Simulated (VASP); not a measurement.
# NaH (Pmmm) in VASP: further runs

The runs below take NaH through single point, with PBE.

Everything below comes from runs of VASP 6.6.1. Logs are shortened: lines on timing, memory, paths and dates and some standing lists are left out, and cuts for length are marked.

**1. The cell of the first run**

Symmetry: Pmmm, No. 47, orthorhombic system. Conventional cell: a = 2.866 Å, b = 2.955 Å, c = 3.044 Å, α = 90.00°, β = 90.00°, γ = 90.00°. Within 3.4 Å of Na (site symmetry mmm) lie 8 H at 2.56 Å and 6 Na at 2.87 to 3.04 Å. H (site symmetry mmm) has 8 Na at 2.56 Å and 6 H at 2.87 to 3.04 Å within 3.4 Å.

**2. Single point, PBE (strain -0.0300 x Voigt [1, -1, 0, 0, 0, 0])**

Contents of INCAR:

```
PREC     = Accurate       # precision mode
ENCUT    = 520            # plane-wave cutoff, eV
EDIFF    = 1E-6           # SCF threshold, eV
ISMEAR   = 0              # smearing method
SIGMA    = 0.05           # smearing width, eV
LREAL    = False          # projectors in reciprocal space
LASPH    = True           # aspherical terms in the spheres
NELM     = 100            # most SCF steps
ALGO     = Normal         # electronic algorithm
ISIF     = 2              # what is computed and relaxed
LWAVE    = False          # write WAVECAR
LCHARG   = False          # write CHGCAR
GGA      = PE             # functional
NBANDS   = 11             # bands
```

Contents of KPOINTS:

```
Automatic mesh
0
Gamma
  10 10 10
```

Contents of POSCAR:

```
NaH
1.0
    2.8664702800      0.0000000000      0.0000000000
    0.0000000000      3.0437777200      0.0000000000
    0.0000000000      0.0000000000      2.9551240000
Na H
1 1
Direct
    0.0000000000      0.0000000000      0.0000000000
    0.5000000000      0.5000000000      0.5000000000
```

Potentials or basis: VASP PAW PBE potentials, release 64 (Na_pv, H).

Started as:

```sh
$ cat potpaw_PBE.64/Na_pv/POTCAR potpaw_PBE.64/H/POTCAR > POTCAR
$ mpirun -np 1 vasp_std > vasp.out
```

OUTCAR:

```text
PREC = Accurate
   ENCUT = 520
   EDIFF = 1E-6
   ISMEAR = 0
   LREAL = False
   LASPH = True
   NELM = 100
   ISIF = 2
   GGA = PE

 ion  position               nearest neighbor table
   1  0.000  0.000  0.000-
   2  0.500  0.500  0.500-

  LATTYP: Found a simple orthorhombic cell.
 ALAT       =     2.8664702800
 B/A-ratio  =     1.0309278351
 C/A-ratio  =     1.0618556701

  Lattice vectors:

 A1 = (  -2.8664702800,   0.0000000000,   0.0000000000)
 A2 = (   0.0000000000,   0.0000000000,   2.9551240000)
 A3 = (   0.0000000000,   3.0437777200,   0.0000000000)

Analysis of symmetry for initial positions (statically):
=====================================================================
 Subroutine PRICEL returns:
 Original cell was already a primitive cell.

 Routine SETGRP: Setting up the symmetry group for a
 simple orthorhombic supercell.

 Subroutine GETGRP returns: Found  8 space group operations
 (whereof  8 operations were pure point group operations)
 out of a pool of  8 trial point group operations.

The static configuration has the point symmetry D_2h.

Analysis of symmetry for dynamics (positions and initial velocities):
=====================================================================
 Subroutine PRICEL returns:
 Original cell was already a primitive cell.

 Routine SETGRP: Setting up the symmetry group for a
 simple orthorhombic supercell.

 Subroutine GETGRP returns: Found  8 space group operations
 (whereof  8 operations were pure point group operations)
 out of a pool of  8 trial point group operations.

The dynamic configuration has the point symmetry D_2h.

 Subroutine INISYM returns: Found  8 space group operations
 (whereof  8 operations are pure point group operations),
 and found     1 'primitive' translations

----------------------------------------------------------------------------------------

                                     Primitive cell

  volume of cell :      25.7832

  direct lattice vectors                    reciprocal lattice vectors
     2.866470280  0.000000000  0.000000000     0.348861109  0.000000000  0.000000000
     0.000000000  3.043777720  0.000000000     0.000000000  0.328539102  0.000000000
     0.000000000  0.000000000  2.955124000     0.000000000  0.000000000  0.338395275

  length of vectors
     2.866470280  3.043777720  2.955124000     0.348861109  0.328539102  0.338395275
[... 87 lines left out ...]
   ISIF   =      2    stress and relaxation
   ISYM   =      2    0-nonsym 1-usesym 2-fastsym
   POTIM  = 0.5000    time-step for ionic-motion
   TEBEG  =    0.0;   TEEND  =   0.0 temperature during run
   PSTRESS=    0.0 pullay stress
   NELECT =       8.0000    total number of electrons
   NUPDOWN=      -1.0000    fix difference up-down
   EMIN   =  10.00;   EMAX   =-10.00  energy-range for DOS
   EFERMI =   0.00;   METHOD = LEGACY
   ISMEAR =     0;   SIGMA  =   0.05  broadening in eV -4-tet -1-fermi 0-gaus
   EFERMI_NEDOS =   21; number of points for ismear=-14 and -15
   IALGO  =     38    algorithm
   IMIX   =      4    mixing-type and parameters
     AMIX     =   0.40;   BMIX     =  1.00
     AMIX_MAG =   1.60;   BMIX_MAG =  1.00
  volume/ion in A,a.u.               =      12.89        87.00
  Fermi-wavevector in a.u.,A,eV,Ry     =   1.108305  2.094394 16.712593  1.228341
  Thomas-Fermi vector in A             =   2.244831
   LORBIT       =      0    0 simple, 1 ext, 2 COOP (PROOUT), +10 PAW based schemes
   GGA     = PE    functional components
   LHFCALC =     F    Hartree Fock is set to
   AEXX    =    0.0000 exact exchange contribution
   IVDW    =     0    specifies the selected vdW correction
   LEPSILON=     F    determine dielectric tensor
   LRPA    =     F    only Hartree local field effects (RPA)
 non-spin polarized calculation
 Gauss-broadening in eV      SIGMA  =   0.05
  energy-cutoff  :      520.00
  volume of cell :       25.78
 maximum number of plane-waves:       709
 NGX is ok and might be reduce to    24
   NGX = 11   NGY = 11   NGZ = 11

 number of electron       7.9999999 magnetization

 Free energy of the ion-electron system (eV)
  ---------------------------------------------------
  ext. energy  EPLUGINS =         0.00000000
  ---------------------------------------------------
  free energy    TOTEN  =        -4.75599140 eV

  energy without entropy =       -4.75599140  energy(sigma->0) =       -4.75599140

 E-fermi :   1.5259     XC(G=0):  -8.1635

 val. band max:        1.3263515399   @ k =   0.5000   0.5000   0.5000
 cond. band min:       2.0546149474   @ k =   0.0000   0.5000   0.0000
 fundamental gap:      0.7282634075
 Fermi energy:         1.5258818661

 k-point     1 :       0.0000    0.0000    0.0000
  band No.  band energies     occupation
      1     -23.2678      2.00000
      2     -23.2662      2.00000
      3     -23.2603      2.00000
      4      -4.6139      2.00000
      5       9.7847      0.00000
      6      11.9218      0.00000
      7      12.8329      0.00000
      8      12.8360      0.00000
      9      13.8004      0.00000
     10      14.8534      0.00000
     11      26.1494      0.00000
[... 309 lines left out ...]
 k-point    24 :       0.5000    0.3000    0.0000
  band No.  band energies     occupation
      1     -23.4685      2.00000
      2     -23.3279      2.00000
      3     -23.2385      2.00000
      4      -1.0520      2.00000
      5       4.0690      0.00000
      6       7.2978      0.00000
      7      10.6984      0.00000
      8      15.4817      0.00000
      9      17.4204      0.00000
     10      19.8663      0.00000
     11      20.6941      0.00000

 [... further k-points ...]

------------------------ aborting loop because EDIFF is reached ----------------------------------------

  FORCE on cell =-STRESS in cart. coord.  units (eV):
  Direction    XX          YY          ZZ          XY          YZ          ZX
  --------------------------------------------------------------------------------------
  -------------------------------------------------------------------------------------
  Total        0.5855040     -0.5113068      0.0297095      0.0000000      0.0000000      0.0000000
  in kB       36.3834908    -31.7728420      1.8461602      0.0000000      0.0000000      0.0000000
  external PRESSURE =       2.1522697 kB  Pullay stress =       0.0000000 kB

 VOLUME and BASIS-vectors are now :
 -----------------------------------------------------------------------------
  energy-cutoff  :      520.00
  volume of cell :       25.78
      direct lattice vectors                 reciprocal lattice vectors
     2.866470280  0.000000000  0.000000000     0.348861109  0.000000000  0.000000000
     0.000000000  3.043777720  0.000000000     0.000000000  0.328539102  0.000000000
     0.000000000  0.000000000  2.955124000     0.000000000  0.000000000  0.338395275

 POSITION                                       TOTAL-FORCE (eV/Angst)
 -----------------------------------------------------------------------------------
      0.00000      0.00000      0.00000         0.000000      0.000000      0.000000
      1.43324      1.52189      1.47756         0.000000      0.000000      0.000000
 -----------------------------------------------------------------------------------
    total drift:                                0.000000      0.000000      0.000000

  FREE ENERGIE OF THE ION-ELECTRON SYSTEM (eV)
  ---------------------------------------------------
  free  energy   TOTEN  =        -4.7559914033 eV

  energy  without entropy=       -4.7559914033  energy(sigma->0) =       -4.75599140
```

Run time: 15 s. Hardware: 1 thread of Intel Xeon Platinum 8488C (Sapphire Rapids), shared host; peak memory 0.17 GiB.

Results:

- Free energy: -4.7560 eV
- Pressure: 0.2 GPa
- Band gap on the k mesh: 0.73 eV (least direct gap 4.33 eV)

Caveat: the cell differs from its parent crystal (strain -0.0300 x Voigt [1, -1, 0, 0, 0, 0]).

(Part 1 of 2 ends here.)
